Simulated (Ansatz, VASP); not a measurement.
# One calculation of SiC, two programs

INCAR

```
  ALGO = Normal
  EDIFF = 1E-6
  ENCUT = 520
  GGA = PS
  ISIF = 2
  ISMEAR = 0
  LASPH = True
  LCHARG = False
  LREAL = False
  LWAVE = False
  NBANDS = 11
  NELM = 60
  PREC = Accurate
  SIGMA = 0.05
```

The input KPOINTS:

```
k-points
0
Gamma
  12 12 12
```

POSCAR

```
SiC
1.0
    0.0000000000      2.3479200000      2.3479200000
    2.3479200000      0.0000000000      2.3479200000
    2.3479200000      2.3479200000      0.0000000000
Si C
1 1
Direct
    0.0000000000      0.0000000000      0.0000000000
    0.7500000000      0.7500000000      0.7500000000
```

Input for Ansatz:

```yaml
crystal:
  lattice:
    - [0.0, 2.34792, 2.34792]
    - [2.34792, 0.0, 2.34792]
    - [2.34792, 2.34792, 0.0]
  atoms:
    - { symbol: Si, position: [0.0, 0.0, 0.0] }
    - { symbol: C, position: [0.75, 0.75, 0.75] }
basis:
  ecutwfc: 420
kpoints:
  mp_grid: { grid: [12, 12, 12] }
hamiltonian:
  xc: pbesol
scf:
  occupations: { method: gaussian, width: 0.05 }
output:
  forces: true
  stress: true
  eigenvalues: true
```

Change from the starting cell: strain +0.080 along x and y, +0.080 along z, atoms carried along.

Alike in both runs: task single point; functional PBEsol; k mesh 12 × 12 × 12; occupations gaussian, width 0.05 eV; no spin polarisation.

|  | VASP | Ansatz |
| --- | --- | --- |
| version | VASP 6.6.1 | Ansatz 0.2.0 |
| potentials or method | VASP PAW PBE potentials, release 64 (Si, C), cutoff 520 eV | scalar-relativistic, plane waves, PAW |
| valence electrons in the cell | 8 | 8 |

Ansatz gave:

* gap on the k mesh at the Fermi level (eV): 1.41
* least direct gap on the mesh (eV): 3.64
* pressure (GPa): -31.8

Q: What did VASP give for the same quantities?

A: gap on the k mesh at the Fermi level (eV): 1.40; least direct gap on the mesh (eV): 3.65; pressure (GPa): -31.6.

VASP's potentials were made for PBE, not for PBEsol. Both programs put the cell under strong tension, so it lies far from rest at this level.

Noted on VASP's run: the cell as given lies far from equilibrium.
